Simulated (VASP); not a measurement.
# K7Na4Cl12 (a cell with a defect) in VASP: further runs

Runs on K7Na4Cl12 (a cell with a defect). Level: PBEsol. Tasks: single point.

Program: VASP 6.6.1. These are calculated values, not measurements. Logs are shortened: lines on timing, memory, paths and dates and some standing lists are left out, and cuts for length are marked.

**1. The cell of the first run**

The cell holds a defect, 23 atoms: a = 8.503 Å, b = 8.503 Å, c = 10.514 Å, α = 90.00°, β = 90.00°, γ = 120.00°.

**2. Single point, PBEsol (atoms taken out, then relaxed in part)**

INCAR reads:

```
  PREC = Accurate
  ENCUT = 520
  EDIFF = 1E-6
  ISMEAR = 0
  SIGMA = 0.05
  LREAL = Auto
  LASPH = T
  NELM = 100
  ALGO = Normal
  ISIF = 2
  LWAVE = F
  LCHARG = T
  GGA = PS
  LELF = T
  LVHAR = T
  NBANDS = 104
  NELECT = 176.0
```

KPOINTS reads:

```
Automatic mesh
0
Gamma
  3 3 2
```

POSCAR reads:

```
K7Na4Cl12
1.0
    8.5028257657      0.0000000000      0.0000000000
   -4.2514128828      7.3636631170      0.0000000000
    0.0000000000      0.0000000000     10.5135001950
K Na Cl
7 4 12
Direct
    0.1660041256      0.8330020628      0.6776089944
    0.6669979372      0.3339958744      0.6776089944
    0.6669979372      0.8330020628      0.6776089944
    0.3312610786      0.1687389214      0.3286648077
    0.3312610786      0.6625221572      0.3286648077
    0.8374778428      0.1687389214      0.3286648077
    0.8333333333      0.6666666667      0.3175763049
    0.0041908856      0.0083817712     -0.0073567771
    0.0041908856      0.4958091144     -0.0073567771
    0.5000000000      0.0000000000     -0.0003943042
    0.4916182288      0.4958091144     -0.0073567771
    0.1666666667      0.3333333333      0.1461444742
    0.1682928814      0.8341464407      0.1460895152
    0.6658535593      0.3317071186      0.1460895152
    0.6658535593      0.8341464407      0.1460895152
    0.3386596489      0.1613403511      0.8618150841
    0.3386596489      0.6773192979      0.8618150841
    0.8226807021      0.1613403511      0.8618150841
    0.8333333333      0.6666666667      0.8580826357
   -0.0062490296     -0.0124980591      0.4935446493
   -0.0062490296      0.5062490296      0.4935446493
    0.5000000000      0.0000000000      0.4997120304
    0.5124980591      0.5062490296      0.4935446493
```

Potentials or basis: VASP PAW PBE potentials, release 64 (K_sv, Na_pv, Cl).

Launch:

```
$ cat potpaw_PBE.64/K_sv/POTCAR potpaw_PBE.64/Na_pv/POTCAR potpaw_PBE.64/Cl/POTCAR > POTCAR
$ mpirun -np 1 vasp_std > vasp.out
```

OUTCAR:

```text
PREC = Accurate
   ENCUT = 520
   EDIFF = 1E-6
   ISMEAR = 0
   LREAL = Auto
   LASPH = T
   NELM = 100
   ISIF = 2
   GGA = PS
   NELECT = 176.0

 ion  position               nearest neighbor table
   1  0.166  0.833  0.678-  21 3.09  20 3.09  22 3.09  19 3.10  17 3.10  16 3.10
   2  0.667  0.334  0.678-  21 3.09  23 3.09  22 3.09  19 3.10  18 3.10  16 3.10
   3  0.667  0.833  0.678-  23 3.09  20 3.09  22 3.09  19 3.10  18 3.10  17 3.10
   4  0.331  0.169  0.329-  23 3.03  20 3.03  22 3.07  12 3.09  13 3.12  14 3.12
   5  0.331  0.663  0.329-  23 3.03  21 3.03  22 3.07  12 3.09  13 3.12  15 3.12
   6  0.837  0.169  0.329-  20 3.03  21 3.03  22 3.07  12 3.09  15 3.12  14 3.12
   7  0.833  0.667  0.318-  20 3.00  21 3.00  23 3.00  15 3.06  14 3.06  13 3.06
   8  0.004  0.008  0.993-
   9  0.004  0.496  0.993-
  10  0.500  0.000  1.000-
  11  0.492  0.496  0.993-
  12  0.167  0.333  0.146-   4 3.09   5 3.09   6 3.09
  13  0.168  0.834  0.146-   7 3.06   4 3.12   5 3.12
  14  0.666  0.332  0.146-   7 3.06   6 3.12   4 3.12
  15  0.666  0.834  0.146-   7 3.06   6 3.12   5 3.12
  16  0.339  0.161  0.862-   1 3.10   2 3.10
  17  0.339  0.677  0.862-   1 3.10   3 3.10
  18  0.823  0.161  0.862-   2 3.10   3 3.10
  19  0.833  0.667  0.858-   3 3.10   2 3.10   1 3.10
  20  0.994  0.988  0.494-   7 3.00   6 3.03   4 3.03   3 3.09   1 3.09
  21  0.994  0.506  0.494-   7 3.00   6 3.03   5 3.03   1 3.09   2 3.09
  22  0.500  0.000  0.500-   5 3.07   4 3.07   6 3.07   2 3.09   3 3.09   1 3.09
  23  0.512  0.506  0.494-   7 3.00   5 3.03   4 3.03   3 3.09   2 3.09

  LATTYP: Found a hexagonal cell.
 ALAT       =     8.5028257657
 C/A-ratio  =     1.2364713196

  Lattice vectors:

 A1 = (   8.5028257657,   0.0000000000,   0.0000000000)
 A2 = (  -4.2514128828,   7.3636631170,   0.0000000000)
 A3 = (   0.0000000000,   0.0000000000,  10.5135001950)

Analysis of symmetry for initial positions (statically):
=====================================================================
 Subroutine PRICEL returns:
 Original cell was already a primitive cell.

 Routine SETGRP: Setting up the symmetry group for a
 hexagonal supercell.

 Subroutine GETGRP returns: Found  6 space group operations
 (whereof  2 operations were pure point group operations)
 out of a pool of 24 trial point group operations.

The static configuration has the point symmetry C_1h.
 The point group associated with its full space group is C_3v.

Analysis of symmetry for dynamics (positions and initial velocities):
=====================================================================
 Subroutine PRICEL returns:
 Original cell was already a primitive cell.

 Routine SETGRP: Setting up the symmetry group for a
 hexagonal supercell.

 Subroutine GETGRP returns: Found  6 space group operations
 (whereof  2 operations were pure point group operations)
 out of a pool of 24 trial point group operations.

The dynamic configuration has the point symmetry C_1h.
 The point group associated with its full space group is C_3v.

 Subroutine INISYM returns: Found  6 space group operations
 (whereof  2 operations are pure point group operations),
 and found     1 'primitive' translations

----------------------------------------------------------------------------------------

                                     Primitive cell

  volume of cell :     658.2707

  direct lattice vectors                    reciprocal lattice vectors
     8.502825766  0.000000000  0.000000000     0.117607961  0.067900988  0.000000000
    -4.251412883  7.363663117  0.000000000     0.000000000  0.135801976  0.000000000
     0.000000000  0.000000000 10.513500195     0.000000000  0.000000000  0.095115802

  length of vectors
     8.502825766  8.502825766 10.513500195     0.135801976  0.135801976  0.095115802

  position of ions in fractional coordinates (direct lattice)
     0.166004126  0.833002063  0.677608994
     0.666997937  0.333995874  0.677608994
     0.666997937  0.833002063  0.677608994
     0.331261079  0.168738921  0.328664808
     0.331261079  0.662522157  0.328664808
     0.837477843  0.168738921  0.328664808
[... 15 lines left out ...]
     0.500000000  0.000000000  0.499712030
     0.512498059  0.506249030  0.493544649

  ion indices of the primitive-cell ions
   primitive index   ion index
                 1           1
                 2           2
                 3           3
                 4           4
                 5           5
                 6           6
[... 15 lines left out ...]
                22          22
                23          23

----------------------------------------------------------------------------------------

 KPOINTS: Automatic mesh

Automatic generation of k-mesh.
 Grid dimensions read from file:
 generate k-points for:    3    3    2

 Generating k-lattice:

  Cartesian coordinates                     Fractional coordinates (reciprocal lattice)
     0.039202654  0.022633663  0.000000000     0.333333333  0.000000000  0.000000000
     0.000000000  0.045267325  0.000000000     0.000000000  0.333333333  0.000000000
     0.000000000  0.000000000  0.047557901     0.000000000  0.000000000  0.500000000

  Length of vectors
     0.045267325  0.045267325  0.047557901

  Shift w.r.t. Gamma in fractional coordinates (k-lattice)
     0.000000000  0.000000000  0.000000000

 Subroutine IBZKPT returns following result:
 ===========================================

 Found      6 irreducible k-points:

 Following reciprocal coordinates:
            Coordinates               Weight
  0.000000  0.000000  0.000000      1.000000
  0.333333  0.000000  0.000000      6.000000
  0.333333  0.333333  0.000000      2.000000
  0.000000  0.000000  0.500000      1.000000
  0.333333  0.000000  0.500000      6.000000
  0.333333  0.333333  0.500000      2.000000
   k-points           NKPTS =      6   k-points in BZ     NKDIM =      6   number of bands    NBANDS=    104
   number of dos      NEDOS =    301   number of ions     NIONS =     23
   total plane-waves  NPLWV = 327680
   dimension x,y,z NGX =    64 NGY =   64 NGZ =   80
   dimension x,y,z NGXF=   128 NGYF=  128 NGZF=  160
   ions per type =               7   4  12
   NGX,Y,Z   is equivalent  to a cutoff of  12.51, 12.51, 12.65 a.u.
   NGXF,Y,Z  is equivalent  to a cutoff of  25.03, 25.03, 25.30 a.u.
 SYSTEM =  unknown system
   PREC   = accura    normal or accurate (medium, high low for compatibility)
   ISTART =      0    job   : 0-new  1-cont  2-samecut
   ICHARG =      2    charge: 1-file 2-atom 10-const
   ISPIN  =      1    spin polarized calculation?
   LNONCOLLINEAR =      F non collinear calculations
   LSORBIT =      F    spin-orbit coupling
   LASPH  =      T    aspherical Exc in radial PAW
   ENCUT  =  520.0 eV  38.22 Ry    6.18 a.u.  15.81 15.81 19.55*2*pi/ulx,y,z
   NELM   =    100;   NELMIN=  2; NELMDL= -5     # of ELM steps
   EDIFF  = 0.1E-05   stopping-criterion for ELM
   LREAL  =      T    real-space projection
   EDIFFG = 0.1E-04   stopping-criterion for IOM
   NSW    =      0    number of steps for IOM
   IBRION =     -1    ionic relax: 0-MD 1-quasi-New 2-CG
   NFREE  =      0    steps in history (QN), initial steepest desc. (CG)
   ISIF   =      2    stress and relaxation
   ISYM   =      2    0-nonsym 1-usesym 2-fastsym
   POTIM  = 0.5000    time-step for ionic-motion
   TEBEG  =    0.0;   TEEND  =   0.0 temperature during run
   PSTRESS=    0.0 pullay stress
   NELECT =     176.0000    total number of electrons
   NUPDOWN=      -1.0000    fix difference up-down
   EMIN   =  10.00;   EMAX   =-10.00  energy-range for DOS
   EFERMI =   0.00;   METHOD = LEGACY
   ISMEAR =     0;   SIGMA  =   0.05  broadening in eV -4-tet -1-fermi 0-gaus
   EFERMI_NEDOS =   21; number of points for ismear=-14 and -15
   IALGO  =     38    algorithm
   IMIX   =      4    mixing-type and parameters
     AMIX     =   0.40;   BMIX     =  1.00
     AMIX_MAG =   1.60;   BMIX_MAG =  1.00
  volume/ion in A,a.u.               =      28.62       193.14
  Fermi-wavevector in a.u.,A,eV,Ry     =   1.054656  1.993011 15.133754  1.112300
  Thomas-Fermi vector in A             =   2.189825
   LORBIT       =      0    0 simple, 1 ext, 2 COOP (PROOUT), +10 PAW based schemes
   GGA     = PS    functional components
   LHFCALC =     F    Hartree Fock is set to
   AEXX    =    0.0000 exact exchange contribution
   IVDW    =     0    specifies the selected vdW correction
   LEPSILON=     F    determine dielectric tensor
   LRPA    =     F    only Hartree local field effects (RPA)
 non-spin polarized calculation
 Gauss-broadening in eV      SIGMA  =   0.05
  energy-cutoff  :      520.00
  volume of cell :      658.27
 maximum number of plane-waves:     17790
 NGX is ok and might be reduce to    64
   NGX = 31   NGY = 31   NGZ = 39

 number of electron     176.0000011 magnetization

 Free energy of the ion-electron system (eV)
  ---------------------------------------------------
  ext. energy  EPLUGINS =         0.00000000
  ---------------------------------------------------
  free energy    TOTEN  =       -79.11819844 eV

  energy without entropy =      -79.11819844  energy(sigma->0) =      -79.11819844

 E-fermi :  -1.3417     XC(G=0):  -7.8283

 val. band max:       -1.5602204718   @ k =   0.0000   0.0000   0.0000
 cond. band min:       3.3380143395   @ k =   0.0000   0.0000   0.0000
 fundamental gap:      4.8982348113
 Fermi energy:        -1.3416930247

 k-point     1 :       0.0000    0.0000    0.0000
  band No.  band energies     occupation
      1     -28.8506      2.00000
      2     -28.8406      2.00000
      3     -28.8406      2.00000
      4     -28.7992      2.00000
      5     -28.7897      2.00000
      6     -28.7897      2.00000
[... 92 lines left out ...]
     99       6.0217      0.00000
    100       6.1282      0.00000

 k-point     2 :       0.3333    0.0000    0.0000
  band No.  band energies     occupation
      1     -28.8485      2.00000
      2     -28.8426      2.00000
      3     -28.8406      2.00000
      4     -28.7972      2.00000
      5     -28.7917      2.00000
      6     -28.7897      2.00000
[... 92 lines left out ...]
     99       6.1295      0.00000
    100       6.1909      0.00000

 k-point     3 :       0.3333    0.3333    0.0000
  band No.  band energies     occupation
      1     -28.8462      2.00000
      2     -28.8449      2.00000
      3     -28.8406      2.00000
      4     -28.7946      2.00000
      5     -28.7943      2.00000
      6     -28.7897      2.00000
[... 92 lines left out ...]
     99       6.0579      0.00000
    100       6.1884      0.00000

 k-point     4 :       0.0000    0.0000    0.5000
  band No.  band energies     occupation
      1     -28.8506      2.00000
      2     -28.8406      2.00000
      3     -28.8406      2.00000
      4     -28.7992      2.00000
      5     -28.7897      2.00000
      6     -28.7897      2.00000
[... 92 lines left out ...]
     99       5.7929      0.00000
    100       5.7929      0.00000

 k-point     5 :       0.3333    0.0000    0.5000
  band No.  band energies     occupation
      1     -28.8485      2.00000
      2     -28.8426      2.00000
      3     -28.8406      2.00000
      4     -28.7972      2.00000
      5     -28.7917      2.00000
      6     -28.7897      2.00000
[... 92 lines left out ...]
     99       5.9813      0.00000
    100       6.1448      0.00000

 k-point     6 :       0.3333    0.3333    0.5000
  band No.  band energies     occupation
      1     -28.8462      2.00000
      2     -28.8449      2.00000
      3     -28.8406      2.00000
      4     -28.7946      2.00000
      5     -28.7943      2.00000
      6     -28.7897      2.00000
[... 92 lines left out ...]
     99       6.0948      0.00000
    100       6.2369      0.00000
 [bands above 100 left out]

------------------------ aborting loop because EDIFF is reached ----------------------------------------

  FORCE on cell =-STRESS in cart. coord.  units (eV):
  Direction    XX          YY          ZZ          XY          YZ          ZX
  --------------------------------------------------------------------------------------
  -------------------------------------------------------------------------------------
  Total        4.3627612      4.3627612      4.9043992      0.0000000      0.0000000      0.0000000
  in kB       10.6186060     10.6186060     11.9369089      0.0000000      0.0000000      0.0000000
  external PRESSURE =      11.0580403 kB  Pullay stress =       0.0000000 kB

 VOLUME and BASIS-vectors are now :
 -----------------------------------------------------------------------------
  energy-cutoff  :      520.00
  volume of cell :      658.27
      direct lattice vectors                 reciprocal lattice vectors
     8.502825766  0.000000000  0.000000000     0.117607961  0.067900988  0.000000000
    -4.251412883  7.363663117  0.000000000     0.000000000  0.135801976  0.000000000
     0.000000000  0.000000000 10.513500195     0.000000000  0.000000000  0.095115802

 POSITION                                       TOTAL-FORCE (eV/Angst)
 -----------------------------------------------------------------------------------
     -2.12993      6.13395      7.12404        -0.002481     -0.001432     -0.008845
      4.25141      2.45943      7.12404         0.000000      0.002865     -0.008845
      2.12993      6.13395      7.12404         0.002481     -0.001432     -0.008845
      2.09928      1.24254      3.45542         0.000672     -0.000388     -0.006948
      0.00000      4.87859      3.45542         0.000000      0.000776     -0.006948
      6.40355      1.24254      3.45542        -0.000672     -0.000388     -0.006948
[... 15 lines left out ...]
      4.25141      0.00000      5.25372         0.000000      0.000000      0.009351
      2.20541      3.72785      5.18888        -0.002310     -0.001334      0.013977
 -----------------------------------------------------------------------------------
    total drift:                                0.000006     -0.000003      0.004509

  FREE ENERGIE OF THE ION-ELECTRON SYSTEM (eV)
  ---------------------------------------------------
  free  energy   TOTEN  =       -79.1181984415 eV

  energy  without entropy=      -79.1181984415  energy(sigma->0) =      -79.11819844
```

Wall time 8.3 min (1 thread of Intel Xeon 6975P-C (Granite Rapids), shared host); peak memory 0.78 GiB.

Results:

```
Free energy   : -79.1182 eV
Largest force : 0.018 eV/Å
```

Forces on the atoms (eV/Å):
```
K   -0.002 -0.001 -0.009
K    0.000  0.003 -0.009
K    0.002 -0.001 -0.009
K    0.001  0.000 -0.007
K    0.000  0.001 -0.007
K   -0.001  0.000 -0.007
K    0.000  0.000 -0.016
Na   0.000  0.006 -0.001
Na   0.005 -0.003 -0.001
Na   0.000  0.000  0.018
Na  -0.005 -0.003 -0.001
Cl   0.000  0.000 -0.013
Cl   0.003  0.001 -0.002
Cl   0.000 -0.003 -0.002
Cl  -0.003  0.001 -0.002
Cl  -0.005  0.003  0.002
Cl   0.000 -0.006  0.002
Cl   0.005  0.003  0.002
Cl   0.000  0.000  0.010
Cl   0.000  0.003  0.014
Cl   0.002 -0.001  0.014
Cl   0.000  0.000  0.009
Cl  -0.002 -0.001  0.014
```

Caveat: the cell carries a net charge on a neutralising background, which shifts energy and pressure; the cell differs from its parent crystal (atoms taken out, then relaxed in part); the cell is charged against a uniform background, so pressure and absolute levels hang on convention; the PAW data sets were made with another functional, which shifts forces and pressure a little.

**3. Single point, PBEsol**

INCAR reads:

```
SYSTEM = K7Na4Cl12
PREC     = Accurate       ! precision mode
ENCUT    = 520            ! plane-wave cutoff, eV
EDIFF    = 1E-6           ! SCF threshold, eV
ISMEAR   = 0              ! smearing method
SIGMA    = 0.05           ! smearing width, eV
LREAL    = Auto         
LASPH    = .TRUE.         ! aspherical terms in the spheres
NELM     = 60             ! most SCF steps
ALGO     = Normal         ! electronic algorithm
ISIF     = 2              ! what is computed and relaxed
LWAVE    = .FALSE.        ! write WAVECAR
LCHARG   = .FALSE.        ! write CHGCAR
GGA      = PS             ! functional
NBANDS   = 104            ! bands
NELECT   = 176.0
```

KPOINTS reads:

```
regular mesh
0
G
  3 3 2
  0 0 0
```

POSCAR reads:

```
K7Na4Cl12
1.0
    8.5028257657      0.0000000000      0.0000000000
   -4.2514128828      7.3636631170      0.0000000000
    0.0000000000      0.0000000000     10.5135001950
K Na Cl
7 4 12
Direct
    0.1660041015      0.8330021217      0.6776089664
    0.6669979441      0.3339958606      0.6776089664
    0.6669980202      0.8330021217      0.6776089664
    0.3312610594      0.1687389795      0.3286648534
    0.3312610804      0.6625221608      0.3286648534
    0.8374778300      0.1687389795      0.3286648534
    0.8333333644      0.6666667013      0.3175763483
    0.0041909169      0.0083818337     -0.0073567317
    0.0041908526      0.4958090752     -0.0073567317
    0.5000000138      0.0000000000     -0.0003943501
    0.4916182226      0.4958090752     -0.0073567317
    0.1666666414      0.3333332828      0.1461444782
    0.1682928410      0.8341463892      0.1460895013
    0.6658535408      0.3317070541      0.1460895013
    0.6658535481      0.8341463892      0.1460895013
    0.3386597033      0.1613403521      0.8618150789
    0.3386596400      0.6773192799      0.8618150789
    0.8226806763      0.1613403521      0.8618150789
    0.8333333644      0.6666667013      0.8580826397
   -0.0062489958     -0.0124979916      0.4935446715
   -0.0062490439      0.5062489879      0.4935446715
    0.5000000138      0.0000000000      0.4997120752
    0.5124980317      0.5062489879      0.4935446715
```

Potentials or basis: VASP PAW PBE potentials, release 64 (K_sv, Na_pv, Cl).

Launch:

```
$ cat potpaw_PBE.64/K_sv/POTCAR potpaw_PBE.64/Na_pv/POTCAR potpaw_PBE.64/Cl/POTCAR > POTCAR
$ mpirun -np 1 vasp_std > vasp.out
```

It took 7.5 min on 1 thread of Intel Xeon 6975P-C (Granite Rapids), shared host; peak memory 0.78 GiB.

Results (log left out):

| Property | Result |
| --- | --- |
| Free energy | -79.1182 eV |
| Largest force | 0.018 eV/Å |

Forces on the atoms (eV/Å):
```
K   -0.002 -0.001 -0.009
K    0.000  0.003 -0.009
K    0.002 -0.001 -0.009
K    0.001  0.000 -0.007
K    0.000  0.001 -0.007
K   -0.001  0.000 -0.007
K    0.000  0.000 -0.016
Na   0.000  0.006 -0.001
Na   0.005 -0.003 -0.001
Na   0.000  0.000  0.018
Na  -0.005 -0.003 -0.001
Cl   0.000  0.000 -0.013
Cl   0.003  0.001 -0.002
Cl   0.000 -0.003 -0.002
Cl  -0.003  0.001 -0.002
Cl  -0.005  0.003  0.002
Cl   0.000 -0.006  0.002
Cl   0.005  0.003  0.002
Cl   0.000  0.000  0.010
Cl   0.000  0.003  0.014
Cl   0.002 -0.001  0.014
Cl   0.000  0.000  0.009
Cl  -0.002 -0.001  0.014
```

Levels at points of the mesh, in eV from the Fermi level:
```csv
k point,band 86,band 87,band 88,band 89,band 90,band 91
"(0.00, 0.00, 0.00)",-0.24,-0.22,-0.22,4.68,6.25,6.29
"(0.00, 0.00, 0.50)",-0.29,-0.23,-0.23,5.23,5.53,6.39
```

Caveat: the cell carries a net charge on a neutralising background, which shifts energy and pressure; the cell is charged against a uniform background, so pressure and absolute levels hang on convention; the PAW data sets were made with another functional, which shifts forces and pressure a little.
